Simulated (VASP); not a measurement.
# Rb (Fm-3m) in VASP: settings compared

The runs below take Rb through single point, with PBE, PBE+D3(BJ).

All numbers are computed with VASP 6.6.1; they aren't measurements. Logs are shortened: lines on timing, memory, paths and dates and some standing lists are left out, and cuts for length are marked.

**1. The cell of the first run**

It takes space group Fm-3m (No. 225, cubic). The conventional cell has a = 5.959 Å, b = 5.959 Å, c = 5.959 Å, α = 90.00°, β = 90.00°, γ = 90.00°. Within 5.5 Å of Rb (site symmetry m-3m) lie 12 Rb at 4.21 Å.

**2. Single point, PBE (volume scaled by 0.58)**

INCAR reads:

```
SYSTEM = Rb
  PREC = Accurate
  ENCUT = 520
  EDIFF = 1E-6
  ISMEAR = -1
  SIGMA = 0.08
  LREAL = .False.
  LASPH = .True.
  NELM = 60
  ALGO = Normal
  ISIF = 2
  LWAVE = .False.
  LCHARG = .False.
  GGA = PE
  NBANDS = 10
```

KPOINTS reads:

```
Automatic mesh
0
Gamma
  10 10 10
  0 0 0
```

POSCAR reads:

```
Rb
1.0
    0.0000000000      2.9797303932      2.9797303932
    2.9797303932      0.0000000000      2.9797303932
    2.9797303932      2.9797303932      0.0000000000
Rb
1
Direct
    0.0000000000      0.0000000000      0.0000000000
```

Potentials or basis: VASP PAW PBE potentials, release 64 (Rb_sv).

Started as:

```
$ cat potpaw_PBE.64/Rb_sv/POTCAR > POTCAR
$ mpirun -np 1 vasp_std > vasp.out
```

OUTCAR:

```text
SYSTEM = Rb
   PREC = Accurate
   ENCUT = 520
   EDIFF = 1E-6
   ISMEAR = -1
   LREAL = .False.
   LASPH = .True.
   NELM = 60
   ISIF = 2
   GGA = PE

 ion  position               nearest neighbor table
   1  0.000  0.000  0.000-

  LATTYP: Found a face centered cubic cell.
 ALAT       =     5.9594607864

  Lattice vectors:

 A1 = (   0.0000000000,   2.9797303932,   2.9797303932)
 A2 = (   2.9797303932,   0.0000000000,   2.9797303932)
 A3 = (   2.9797303932,   2.9797303932,   0.0000000000)

Analysis of symmetry for initial positions (statically):
=====================================================================
 Subroutine PRICEL returns:
 Original cell was already a primitive cell.

 Routine SETGRP: Setting up the symmetry group for a
 face centered cubic supercell.

 Subroutine GETGRP returns: Found 48 space group operations
 (whereof 48 operations were pure point group operations)
 out of a pool of 48 trial point group operations.

The static configuration has the point symmetry O_h .

Analysis of symmetry for dynamics (positions and initial velocities):
=====================================================================
 Subroutine PRICEL returns:
 Original cell was already a primitive cell.

 Routine SETGRP: Setting up the symmetry group for a
 face centered cubic supercell.

 Subroutine GETGRP returns: Found 48 space group operations
 (whereof 48 operations were pure point group operations)
 out of a pool of 48 trial point group operations.

The dynamic configuration has the point symmetry O_h .

 Subroutine INISYM returns: Found 48 space group operations
 (whereof 48 operations are pure point group operations),
 and found     1 'primitive' translations

----------------------------------------------------------------------------------------

                                     Primitive cell

  volume of cell :      52.9128

  direct lattice vectors                    reciprocal lattice vectors
     0.000000000  2.979730393  2.979730393    -0.167800416  0.167800416  0.167800416
     2.979730393  0.000000000  2.979730393     0.167800416 -0.167800416  0.167800416
     2.979730393  2.979730393  0.000000000     0.167800416  0.167800416 -0.167800416

  length of vectors
     4.213975134  4.213975134  4.213975134     0.290638846  0.290638846  0.290638846

  position of ions in fractional coordinates (direct lattice)
     0.000000000  0.000000000  0.000000000

  ion indices of the primitive-cell ions
   primitive index   ion index
                 1           1

----------------------------------------------------------------------------------------

 KPOINTS: Automatic mesh

Automatic generation of k-mesh.
 Grid dimensions read from file:
 generate k-points for:   10   10   10

 Generating k-lattice:

  Cartesian coordinates                     Fractional coordinates (reciprocal lattice)
    -0.016780042  0.016780042  0.016780042     0.100000000  0.000000000  0.000000000
     0.016780042 -0.016780042  0.016780042     0.000000000  0.100000000  0.000000000
     0.016780042  0.016780042 -0.016780042     0.000000000  0.000000000  0.100000000

  Length of vectors
     0.029063885  0.029063885  0.029063885

  Shift w.r.t. Gamma in fractional coordinates (k-lattice)
     0.000000000  0.000000000  0.000000000

 Subroutine IBZKPT returns following result:
 ===========================================

 Found     47 irreducible k-points:

 Following reciprocal coordinates:
            Coordinates               Weight
  0.000000  0.000000  0.000000      1.000000
  0.100000  0.000000  0.000000      8.000000
  0.200000  0.000000  0.000000      8.000000
  0.300000  0.000000  0.000000      8.000000
  0.400000  0.000000  0.000000      8.000000
  0.500000  0.000000  0.000000      4.000000
[... 16 lines left out ...]
  0.300000  0.300000  0.000000      6.000000
  0.400000  0.300000  0.000000     24.000000
 [... further k-points ...]
   k-points           NKPTS =     47   k-points in BZ     NKDIM =     47   number of bands    NBANDS=     10
   number of dos      NEDOS =    301   number of ions     NIONS =      1
   total plane-waves  NPLWV =  32768
   dimension x,y,z NGX =    32 NGY =   32 NGZ =   32
   dimension x,y,z NGXF=    64 NGYF=   64 NGZF=   64
   ions per type =               1
   NGX,Y,Z   is equivalent  to a cutoff of  12.62, 12.62, 12.62 a.u.
   NGXF,Y,Z  is equivalent  to a cutoff of  25.25, 25.25, 25.25 a.u.
 SYSTEM =  Rb
   PREC   = accura    normal or accurate (medium, high low for compatibility)
   ISTART =      0    job   : 0-new  1-cont  2-samecut
   ICHARG =      2    charge: 1-file 2-atom 10-const
   ISPIN  =      1    spin polarized calculation?
   LNONCOLLINEAR =      F non collinear calculations
   LSORBIT =      F    spin-orbit coupling
   LASPH  =      T    aspherical Exc in radial PAW
   ENCUT  =  520.0 eV  38.22 Ry    6.18 a.u.   7.84  7.84  7.84*2*pi/ulx,y,z
   NELM   =     60;   NELMIN=  2; NELMDL= -5     # of ELM steps
   EDIFF  = 0.1E-05   stopping-criterion for ELM
   LREAL  =      F    real-space projection
   EDIFFG = 0.1E-04   stopping-criterion for IOM
   NSW    =      0    number of steps for IOM
   IBRION =     -1    ionic relax: 0-MD 1-quasi-New 2-CG
   NFREE  =      0    steps in history (QN), initial steepest desc. (CG)
   ISIF   =      2    stress and relaxation
   ISYM   =      2    0-nonsym 1-usesym 2-fastsym
   POTIM  = 0.5000    time-step for ionic-motion
   TEBEG  =    0.0;   TEEND  =   0.0 temperature during run
   PSTRESS=    0.0 pullay stress
   NELECT =       9.0000    total number of electrons
   NUPDOWN=      -1.0000    fix difference up-down
   EMIN   =  10.00;   EMAX   =-10.00  energy-range for DOS
   EFERMI =   0.00;   METHOD = LEGACY
   ISMEAR =    -1;   SIGMA  =   0.08  broadening in eV -4-tet -1-fermi 0-gaus
   EFERMI_NEDOS =   21; number of points for ismear=-14 and -15
   IALGO  =     38    algorithm
   IMIX   =      4    mixing-type and parameters
     AMIX     =   0.40;   BMIX     =  1.00
     AMIX_MAG =   1.60;   BMIX_MAG =  1.00
  volume/ion in A,a.u.               =      52.91       357.07
  Fermi-wavevector in a.u.,A,eV,Ry     =   0.907059  1.714092 11.194267  0.822755
  Thomas-Fermi vector in A             =   2.030821
   LORBIT       =      0    0 simple, 1 ext, 2 COOP (PROOUT), +10 PAW based schemes
   GGA     = PE    functional components
   LHFCALC =     F    Hartree Fock is set to
   AEXX    =    0.0000 exact exchange contribution
   IVDW    =     0    specifies the selected vdW correction
   LEPSILON=     F    determine dielectric tensor
   LRPA    =     F    only Hartree local field effects (RPA)
 non-spin polarized calculation
  energy-cutoff  :      520.00
  volume of cell :       52.91
 maximum number of plane-waves:      1458
   NGX = 15   NGY = 15   NGZ = 15

 number of electron       9.0000000 magnetization

 Free energy of the ion-electron system (eV)
  ---------------------------------------------------
  ext. energy  EPLUGINS =         0.00000000
  ---------------------------------------------------
  free energy    TOTEN  =        -0.62298723 eV

  energy without entropy =       -0.59874765  energy(sigma->0) =       -0.61086744

 E-fermi :   1.6573     XC(G=0):  -6.9728

 val. band max:        1.6019660691   @ k =   0.5000   0.2000   0.1000
 cond. band min:       1.6964559561   @ k =   0.5000   0.1000   0.0000
 fundamental gap:      0.0944898870
 Fermi energy:         1.6572584685

 k-point     1 :       0.0000    0.0000    0.0000
  band No.  band energies     occupation
      1     -27.1990      2.00000
      2     -11.0744      2.00000
      3     -11.0744      2.00000
      4     -11.0744      2.00000
      5      -1.0760      2.00000
      6       5.6090      0.00000
      7       5.6090      0.00000
      8       5.6090      0.00000
      9       7.6198      0.00000
     10       7.6198      0.00000

 k-point     2 :       0.1000    0.0000    0.0000
  band No.  band energies     occupation
      1     -27.1947      2.00000
      2     -11.1299      2.00000
      3     -11.0807      2.00000
      4     -11.0807      2.00000
      5      -0.8827      2.00000
      6       5.2306      0.00000
      7       5.6955      0.00000
      8       5.6955      0.00000
      9       7.4222      0.00000
     10       7.4222      0.00000

 k-point     3 :       0.2000    0.0000    0.0000
  band No.  band energies     occupation
      1     -27.1835      2.00000
      2     -11.2706      2.00000
      3     -11.0972      2.00000
      4     -11.0972      2.00000
      5      -0.3466      2.00000
      6       4.5100      0.00000
      7       5.7943      0.00000
      8       5.7943      0.00000
      9       7.2600      0.00000
     10       7.2600      0.00000

 k-point     4 :       0.3000    0.0000    0.0000
  band No.  band energies     occupation
      1     -27.1696      2.00000
      2     -11.4357      2.00000
      3     -11.1174      2.00000
      4     -11.1174      2.00000
      5       0.4088      2.00000
      6       3.8202      0.00000
      7       5.6260      0.00000
      8       5.6260      0.00000
      9       7.6957      0.00000
     10       7.6957      0.00000
[... 222 lines left out ...]
 k-point    22 :      -0.2000    0.2000    0.0000
  band No.  band energies     occupation
      1     -27.1648      2.00000
      2     -11.4089      2.00000
      3     -11.2198      2.00000
      4     -11.1144      2.00000
      5       0.6979      1.99999
      6       3.9500      0.00000
      7       4.6475      0.00000
      8       6.1292      0.00000
      9       6.6611      0.00000
     10       8.7266      0.00000

 k-point    23 :       0.3000    0.3000    0.0000
  band No.  band energies     occupation
      1     -27.1600      2.00000
      2     -11.4163      2.00000
      3     -11.1955      2.00000
      4     -11.1955      2.00000
      5       0.8128      1.99995
      6       3.6357      0.00000
      7       4.5643      0.00000
      8       6.7269      0.00000
      9       6.7269      0.00000
     10       8.4963      0.00000

 k-point    24 :       0.4000    0.3000    0.0000
  band No.  band energies     occupation
      1     -27.1511      2.00000
      2     -11.4826      2.00000
      3     -11.2334      2.00000
      4     -11.2157      2.00000
      5       1.3373      1.96400
      6       3.3950      0.00000
      7       4.1950      0.00000
      8       6.8742      0.00000
      9       7.2409      0.00000
     10       8.9474      0.00000

 [... further k-points ...]
[... 5 lines left out ...]
  --------------------------------------------------------------------------------------
  -------------------------------------------------------------------------------------
  Total        1.3445669      1.3445669      1.3445669     -0.0000000     -0.0000000      0.0000000
  in kB       40.7129056     40.7129056     40.7129056     -0.0000000     -0.0000000      0.0000000
  external PRESSURE =      40.7129056 kB  Pullay stress =       0.0000000 kB

 VOLUME and BASIS-vectors are now :
 -----------------------------------------------------------------------------
  energy-cutoff  :      520.00
  volume of cell :       52.91
      direct lattice vectors                 reciprocal lattice vectors
     0.000000000  2.979730393  2.979730393    -0.167800416  0.167800416  0.167800416
     2.979730393  0.000000000  2.979730393     0.167800416 -0.167800416  0.167800416
     2.979730393  2.979730393  0.000000000     0.167800416  0.167800416 -0.167800416

 POSITION                                       TOTAL-FORCE (eV/Angst)
 -----------------------------------------------------------------------------------
      0.00000      0.00000      0.00000         0.000000      0.000000      0.000000
 -----------------------------------------------------------------------------------
    total drift:                                0.000000      0.000000      0.000000

  FREE ENERGIE OF THE ION-ELECTRON SYSTEM (eV)
  ---------------------------------------------------
  free  energy   TOTEN  =        -0.6229872287 eV

  energy  without entropy=       -0.5987476463  energy(sigma->0) =       -0.61086744
```

Run time: 25 s. Hardware: 1 thread of Intel Xeon 6975P-C, shared host; peak memory 0.18 GiB.

Results:

* Free energy: -0.6230 eV
* Pressure: 4.1 GPa

**3. Single point, PBE (volume scaled by 0.58)**

INCAR reads:

```
ALGO     = Normal         # electronic algorithm
EDIFF    = 1E-7           # SCF threshold, eV
ENCUT    = 520            # plane-wave cutoff, eV
GGA      = PE             # functional
ISIF     = 2              # what is computed and relaxed
ISMEAR   = -1             # smearing method
LASPH    = True           # aspherical terms in the spheres
LCHARG   = True           # write CHGCAR
LELF     = True           # ELF
LREAL    = False          # projectors in reciprocal space
LVHAR    = True         
LWAVE    = False          # write WAVECAR
NBANDS   = 10             # bands
NELM     = 100            # most SCF steps
PREC     = Accurate       # precision mode
SIGMA    = 0.08           # smearing width, eV
```

KPOINTS reads:

```
k-points
0
Gamma
  10 10 10
```

POSCAR is that of step 2.

Potentials or basis: VASP PAW PBE potentials, release 64 (Rb_sv).

Started as:

```
$ cat potpaw_PBE.64/Rb_sv/POTCAR > POTCAR
$ mpirun -np 1 vasp_std > vasp.out
```

Run time: 35 s. Hardware: 1 thread of Intel Xeon 6975P-C, shared host; peak memory 0.18 GiB.

The run converged. Its results:

| Quantity | Value |
| --- | --- |
| Free energy | -0.6230 eV |
| Pressure | 4.1 GPa |

Levels at points of the mesh, in eV from the Fermi level:
| k point | band 2 | band 3 | band 4 | band 5 | band 6 | band 7 | band 8 | band 9 |
| --- | --- | --- | --- | --- | --- | --- | --- | --- |
| (0.00, 0.00, 0.00) | -12.73 | -12.73 | -12.73 | -2.73 | 3.95 | 3.95 | 3.95 | 5.96 |
| (0.50, 0.00, 0.00) | -13.27 | -12.80 | -12.80 | -0.08 | 1.32 | 3.65 | 3.65 | 7.17 |
| (0.50, 0.50, 0.00) | -13.23 | -12.92 | -12.92 | 0.09 | 1.39 | 2.56 | 6.69 | 6.69 |

**4. Single point, PBE (volume scaled by 0.68)**

INCAR reads:

```
SYSTEM = Rb
PREC     = Accurate       ! precision mode
ENCUT    = 520            ! plane-wave cutoff, eV
EDIFF    = 1E-6           ! SCF threshold, eV
ISMEAR   = -1             ! smearing method
SIGMA    = 0.08           ! smearing width, eV
LREAL    = .False.        ! projectors in reciprocal space
LASPH    = .True.         ! aspherical terms in the spheres
NELM     = 80             ! most SCF steps
ALGO     = Normal         ! electronic algorithm
ISIF     = 2              ! what is computed and relaxed
LWAVE    = .False.        ! write WAVECAR
LCHARG   = .False.        ! write CHGCAR
GGA      = PE             ! functional
NBANDS   = 10             ! bands
```

KPOINTS reads:

```
Automatic mesh
0
Gamma
  10 10 10
  0 0 0
```

POSCAR reads:

```
Rb
1.0
    0.0000000000      3.1419838168      3.1419838168
    3.1419838168      0.0000000000      3.1419838168
    3.1419838168      3.1419838168      0.0000000000
Rb
1
Direct
    0.0000000000      0.0000000000      0.0000000000
```

Started as:

```
$ cat potpaw_PBE.64/Rb_sv/POTCAR > POTCAR
$ mpirun -np 1 vasp_std > vasp.out
```

Wall time 48 s (1 thread of Intel Xeon 6975P-C, shared host); peak memory 0.21 GiB.

It converged, with:

```yaml
Free_energy: -0.7969 eV
Pressure: 2.2 GPa
```

Levels at points of the mesh, in eV from the Fermi level:
```csv
k point,band 2,band 3,band 4,band 5,band 6,band 7,band 8,band 9
"(0.00, 0.00, 0.00)",-12.76,-12.76,-12.76,-2.51,3.88,3.88,3.88,5.66
"(0.50, 0.00, 0.00)",-13.10,-12.80,-12.80,0.02,1.04,3.61,3.61,6.73
"(0.50, 0.50, 0.00)",-13.07,-12.88,-12.88,0.32,1.59,2.11,5.94,5.94
```

(Part 1 of 2 ends here.)
